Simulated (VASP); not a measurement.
# BAs (r.Ae) in VASP: single point with PBEsol

Aim: the single point of BAs (r.Ae) with PBEsol.

Everything below comes from runs of VASP 6.6.1. Logs are shortened: lines on timing, memory, paths and dates and some standing lists are left out, and cuts for length are marked.

### 1 The cell of the first run

The cell holds a sheet with vacuum, 2 atoms: a = 3.362 Å, b = 3.362 Å, c = 16.000 Å, α = 90.00°, β = 90.00°, γ = 120.00°.

### 2 Single point, PBEsol

File INCAR:

```
SYSTEM = BAs
PREC     = Accurate       ! precision mode
ENCUT    = 420            ! plane-wave cutoff, eV
EDIFF    = 1E-6           ! SCF threshold, eV
ISMEAR   = 0              ! smearing method
SIGMA    = 0.03           ! smearing width, eV
LREAL    = .FALSE.        ! projectors in reciprocal space
LASPH    = .TRUE.         ! aspherical terms in the spheres
NELM     = 120            ! most SCF steps
ALGO     = Normal         ! electronic algorithm
ISIF     = 2              ! what is computed and relaxed
LWAVE    = .FALSE.        ! write WAVECAR
LCHARG   = .TRUE.         ! write CHGCAR
LDIPOL   = .TRUE.       
IDIPOL   = 3            
DIPOL    = 0.5 0.5 0.500
GGA      = PS             ! functional
LELF     = .TRUE.         ! ELF
LVHAR    = .TRUE.       
LVACPOTAV= .TRUE.       
NBANDS   = 11             ! bands
GGA_COMPAT= .FALSE.      
NELMDL   = -8
```

File KPOINTS:

```
regular mesh
0
G
  12 12 1
  0 0 0
```

File POSCAR:

```
BAs
1.0
    3.3621238510      0.0000000000      0.0000000000
   -1.6810619255      2.9116846657      0.0000000000
    0.0000000000      0.0000000000     16.0000000000
B As
1 1
Direct
    0.3333333333      0.6666666667      0.5000000000
    0.6666666667      0.3333333333      0.5000000000
```

Potentials or basis: VASP PAW PBE potentials, release 64 (B, As).

Started as:

```console
> cat potpaw_PBE.64/B/POTCAR potpaw_PBE.64/As/POTCAR > POTCAR
> mpirun -np 1 vasp_std > vasp.out
```

OUTCAR:

```text
SYSTEM = BAs
   PREC = Accurate
   ENCUT = 420
   EDIFF = 1E-6
   ISMEAR = 0
   LREAL = .FALSE.
   LASPH = .TRUE.
   NELM = 120
   ISIF = 2
   GGA = PS
   NELMDL = -8

 ion  position               nearest neighbor table
   1  0.333  0.667  0.500-   2 1.94   2 1.94   2 1.94
   2  0.667  0.333  0.500-   1 1.94   1 1.94   1 1.94

  LATTYP: Found a hexagonal cell.
 ALAT       =     3.3621238510
 C/A-ratio  =     4.7588966704

  Lattice vectors:

 A1 = (   3.3621238510,   0.0000000000,   0.0000000000)
 A2 = (  -1.6810619255,   2.9116846657,   0.0000000000)
 A3 = (   0.0000000000,   0.0000000000,  16.0000000000)

Analysis of symmetry for initial positions (statically):
=====================================================================
 Subroutine PRICEL returns:
 Original cell was already a primitive cell.

 Routine SETGRP: Setting up the symmetry group for a
 hexagonal supercell.

 Subroutine GETGRP returns: Found 12 space group operations
 (whereof 12 operations were pure point group operations)
 out of a pool of 24 trial point group operations.

The static configuration has the point symmetry D_3h.

Analysis of symmetry for dynamics (positions and initial velocities):
=====================================================================
 Subroutine PRICEL returns:
 Original cell was already a primitive cell.

 Routine SETGRP: Setting up the symmetry group for a
 hexagonal supercell.

 Subroutine GETGRP returns: Found 12 space group operations
 (whereof 12 operations were pure point group operations)
 out of a pool of 24 trial point group operations.

The dynamic configuration has the point symmetry D_3h.

 Subroutine INISYM returns: Found 12 space group operations
 (whereof 12 operations are pure point group operations),
 and found     1 'primitive' translations

----------------------------------------------------------------------------------------

                                     Primitive cell

  volume of cell :     156.6311

  direct lattice vectors                    reciprocal lattice vectors
     3.362123851  0.000000000  0.000000000     0.297431042  0.171721892  0.000000000
    -1.681061926  2.911684666  0.000000000     0.000000000  0.343443784  0.000000000
     0.000000000  0.000000000 16.000000000     0.000000000  0.000000000  0.062500000

  length of vectors
     3.362123851  3.362123851 16.000000000     0.343443784  0.343443784  0.062500000

  position of ions in fractional coordinates (direct lattice)
     0.333333333  0.666666667  0.500000000
     0.666666667  0.333333333  0.500000000

  ion indices of the primitive-cell ions
   primitive index   ion index
                 1           1
                 2           2

----------------------------------------------------------------------------------------

 KPOINTS: regular mesh

Automatic generation of k-mesh.
 Grid dimensions read from file:
 generate k-points for:   12   12    1

 Generating k-lattice:

  Cartesian coordinates                     Fractional coordinates (reciprocal lattice)
     0.024785920  0.014310158  0.000000000     0.083333333 -0.000000000  0.000000000
     0.000000000  0.028620315  0.000000000     0.000000000  0.083333333  0.000000000
     0.000000000  0.000000000  0.062500000     0.000000000  0.000000000  1.000000000

  Length of vectors
     0.028620315  0.028620315  0.062500000

  Shift w.r.t. Gamma in fractional coordinates (k-lattice)
     0.000000000  0.000000000  0.000000000

 Subroutine IBZKPT returns following result:
 ===========================================

 Found     19 irreducible k-points:

 Following reciprocal coordinates:
            Coordinates               Weight
  0.000000  0.000000  0.000000      1.000000
  0.083333  0.000000  0.000000      6.000000
  0.166667  0.000000  0.000000      6.000000
  0.250000 -0.000000  0.000000      6.000000
  0.333333 -0.000000  0.000000      6.000000
  0.416667  0.000000  0.000000      6.000000
[... 11 lines left out ...]
  0.333333  0.250000  0.000000     12.000000
  0.333333  0.333333  0.000000      2.000000
   k-points           NKPTS =     19   k-points in BZ     NKDIM =     19   number of bands    NBANDS=     11
   number of dos      NEDOS =    301   number of ions     NIONS =      2
   total plane-waves  NPLWV =  62208
   dimension x,y,z NGX =    24 NGY =   24 NGZ =  108
   dimension x,y,z NGXF=    48 NGYF=   48 NGZF=  216
   ions per type =               1   1
   NGX,Y,Z   is equivalent  to a cutoff of  11.87, 11.87, 11.22 a.u.
   NGXF,Y,Z  is equivalent  to a cutoff of  23.73, 23.73, 22.44 a.u.
 SYSTEM =  BAs
   PREC   = accura    normal or accurate (medium, high low for compatibility)
   ISTART =      0    job   : 0-new  1-cont  2-samecut
   ICHARG =      2    charge: 1-file 2-atom 10-const
   ISPIN  =      1    spin polarized calculation?
   LNONCOLLINEAR =      F non collinear calculations
   LSORBIT =      F    spin-orbit coupling
   LASPH  =      T    aspherical Exc in radial PAW
   ENCUT  =  420.0 eV  30.87 Ry    5.56 a.u.   5.62  5.62 26.74*2*pi/ulx,y,z
   NELM   =    120;   NELMIN=  2; NELMDL= -8     # of ELM steps
   EDIFF  = 0.1E-05   stopping-criterion for ELM
   LREAL  =      F    real-space projection
   EDIFFG = 0.1E-04   stopping-criterion for IOM
   NSW    =      0    number of steps for IOM
   IBRION =     -1    ionic relax: 0-MD 1-quasi-New 2-CG
   NFREE  =      0    steps in history (QN), initial steepest desc. (CG)
   ISIF   =      2    stress and relaxation
   ISYM   =      2    0-nonsym 1-usesym 2-fastsym
   POTIM  = 0.5000    time-step for ionic-motion
   TEBEG  =    0.0;   TEEND  =   0.0 temperature during run
   PSTRESS=    0.0 pullay stress
   NELECT =       8.0000    total number of electrons
   NUPDOWN=      -1.0000    fix difference up-down
   EMIN   =  10.00;   EMAX   =-10.00  energy-range for DOS
   EFERMI =   0.00;   METHOD = LEGACY
   ISMEAR =     0;   SIGMA  =   0.03  broadening in eV -4-tet -1-fermi 0-gaus
   EFERMI_NEDOS =   21; number of points for ismear=-14 and -15
   IALGO  =     38    algorithm
   IMIX   =      4    mixing-type and parameters
     AMIX     =   0.40;   BMIX     =  1.00
     AMIX_MAG =   1.60;   BMIX_MAG =  1.00
  volume/ion in A,a.u.               =      78.32       528.50
  Fermi-wavevector in a.u.,A,eV,Ry     =   0.607406  1.147830  5.019755  0.368942
  Thomas-Fermi vector in A             =   1.661856
   LORBIT       =      0    0 simple, 1 ext, 2 COOP (PROOUT), +10 PAW based schemes
   GGA     = PS    functional components
   LHFCALC =     F    Hartree Fock is set to
   AEXX    =    0.0000 exact exchange contribution
   IVDW    =     0    specifies the selected vdW correction
   LEPSILON=     F    determine dielectric tensor
   LRPA    =     F    only Hartree local field effects (RPA)
 non-spin polarized calculation
 Gauss-broadening in eV      SIGMA  =   0.03
  energy-cutoff  :      420.00
  volume of cell :      156.63
 maximum number of plane-waves:      3095
 NGX is ok and might be reduce to    24
   NGX = 11   NGY = 11   NGZ = 53

 dipolmoment           0.000000      0.000000     -0.000000 electrons x Angstroem

 number of electron       8.0000000 magnetization

 dipolmoment           0.000000      0.000000      0.000000 electrons x Angstroem

 Free energy of the ion-electron system (eV)
  ---------------------------------------------------
  ext. energy  EPLUGINS =         0.00000000
  ---------------------------------------------------
  free energy    TOTEN  =       -11.24894205 eV

  energy without entropy =      -11.24894205  energy(sigma->0) =      -11.24894205

 E-fermi :  -2.9742     XC(G=0):  -2.6843

 val. band max:       -3.1009137525   @ k =   0.3333   0.3333   0.0000
 cond. band min:      -2.3654398662   @ k =   0.3333   0.3333   0.0000
 fundamental gap:      0.7354738864
 Fermi energy:        -2.9741998061

 k-point     1 :       0.0000    0.0000    0.0000
  band No.  band energies     occupation
      1     -17.0231      2.00000
      2      -7.1230      2.00000
      3      -4.5948      2.00000
      4      -4.5948      2.00000
      5       0.6013      0.00000
      6       0.9509      0.00000
      7       1.7490      0.00000
      8       1.7540      0.00000
      9       1.7540      0.00000
     10       2.1782      0.00000
     11       3.8914      0.00000

 k-point     2 :       0.0833    0.0000    0.0000
  band No.  band energies     occupation
      1     -16.9253      2.00000
      2      -7.0121      2.00000
      3      -5.2300      2.00000
      4      -4.8122      2.00000
      5       0.7203      0.00000
      6       1.0168      0.00000
      7       1.8666      0.00000
      8       2.0871      0.00000
      9       2.1847      0.00000
     10       2.3113      0.00000
     11       3.8826      0.00000

 k-point     3 :       0.1667    0.0000    0.0000
  band No.  band energies     occupation
      1     -16.6353      2.00000
      2      -6.6825      2.00000
      3      -6.6204      2.00000
      4      -5.3142      2.00000
      5       0.6355      0.00000
      6       1.0963      0.00000
      7       2.2046      0.00000
      8       2.6540      0.00000
      9       3.0927      0.00000
     10       3.3207      0.00000
     11       3.3498      0.00000

 k-point     4 :       0.2500   -0.0000    0.0000
  band No.  band energies     occupation
      1     -16.1659      2.00000
      2      -8.1872      2.00000
      3      -6.1453      2.00000
      4      -5.8641      2.00000
      5       0.1612      0.00000
      6       1.6562      0.00000
      7       1.6820      0.00000
      8       2.8615      0.00000
      9       3.2662      0.00000
     10       4.7850      0.00000
     11       5.0492      0.00000

 k-point     5 :       0.3333   -0.0000    0.0000
  band No.  band energies     occupation
      1     -15.5527      2.00000
      2      -9.6658      2.00000
      3      -6.3190      2.00000
      4      -5.4302      2.00000
      5      -0.2345      0.00000
      6       0.2252      0.00000
      7       2.5000      0.00000
      8       3.6669      0.00000
      9       4.1167      0.00000
     10       5.7767      0.00000
     11       5.8832      0.00000
[... 141 lines left out ...]
 k-point    16 :       0.4167    0.1667    0.0000
  band No.  band energies     occupation
      1     -14.3668      2.00000
      2     -11.1911      2.00000
      3      -8.0395      2.00000
      4      -3.8359      2.00000
      5      -1.8021      0.00000
      6       1.4034      0.00000
      7       4.2224      0.00000
      8       4.7057      0.00000
      9       5.4077      0.00000
     10       6.4495      0.00000
     11       6.7453      0.00000

 k-point    17 :       0.2500    0.2500    0.0000
  band No.  band energies     occupation
      1     -14.7139      2.00000
      2     -10.4195      2.00000
      3      -8.3615      2.00000
      4      -4.3658      2.00000
      5      -1.0197      0.00000
      6       2.6847      0.00000
      7       3.7460      0.00000
      8       3.9036      0.00000
      9       4.4283      0.00000
     10       5.3645      0.00000
     11       5.4760      0.00000

 k-point    18 :       0.3333    0.2500    0.0000
  band No.  band energies     occupation
      1     -14.2469      2.00000
      2     -10.9579      2.00000
      3      -8.8185      2.00000
      4      -3.6084      2.00000
      5      -1.8835      0.00000
      6       2.9387      0.00000
      7       3.5384      0.00000
      8       4.7262      0.00000
      9       5.5417      0.00000
     10       6.4069      0.00000
     11       6.6713      0.00000

 k-point    19 :       0.3333    0.3333    0.0000
  band No.  band energies     occupation
      1     -14.0607      2.00000
      2     -11.0049      2.00000
      3      -9.2076      2.00000
      4      -3.1009      2.00000
      5      -2.3654      0.00000
      6       3.2313      0.00000
      7       3.6309      0.00000
      8       5.3725      0.00000
      9       6.1593      0.00000
     10       6.5692      0.00000
     11       7.0007      0.00000

------------------------ aborting loop because EDIFF is reached ----------------------------------------

  FORCE on cell =-STRESS in cart. coord.  units (eV):
  Direction    XX          YY          ZZ          XY          YZ          ZX
  --------------------------------------------------------------------------------------
  -------------------------------------------------------------------------------------
  Total        0.2565872      0.2565872     -0.0061000      0.0000000      0.0000000     -0.0000000
  in kB        2.6246263      2.6246263     -0.0623965      0.0000000      0.0000000     -0.0000000
  external PRESSURE =       1.7289521 kB  Pullay stress =       0.0000000 kB

 VOLUME and BASIS-vectors are now :
 -----------------------------------------------------------------------------
  energy-cutoff  :      420.00
  volume of cell :      156.63
      direct lattice vectors                 reciprocal lattice vectors
     3.362123851  0.000000000  0.000000000     0.297431042  0.171721892  0.000000000
    -1.681061926  2.911684666  0.000000000     0.000000000  0.343443784  0.000000000
     0.000000000  0.000000000 16.000000000     0.000000000  0.000000000  0.062500000

 POSITION                                       TOTAL-FORCE (eV/Angst)
 -----------------------------------------------------------------------------------
     -0.00000      1.94112      8.00000        -0.000000      0.000000      0.000000
      1.68106      0.97056      8.00000         0.000000      0.000000      0.000000
 -----------------------------------------------------------------------------------
    total drift:                                0.000000     -0.000000      0.000000

  FREE ENERGIE OF THE ION-ELECTRON SYSTEM (eV)
  ---------------------------------------------------
  free  energy   TOTEN  =       -11.2489420486 eV

  energy  without entropy=      -11.2489420486  energy(sigma->0) =      -11.24894205

 vacuum level on the upper side and lower side of the slab         1.851         1.851
```

It took 58 s on 1 thread of Intel Xeon 8259CL, shared host; peak memory 0.23 GiB.

What came out:

```
Free energy            : -11.2489 eV
Band gap on the k mesh : 0.74 eV, direct
```

Caveat: the PAW data sets were made with another functional, which shifts forces and pressure a little.
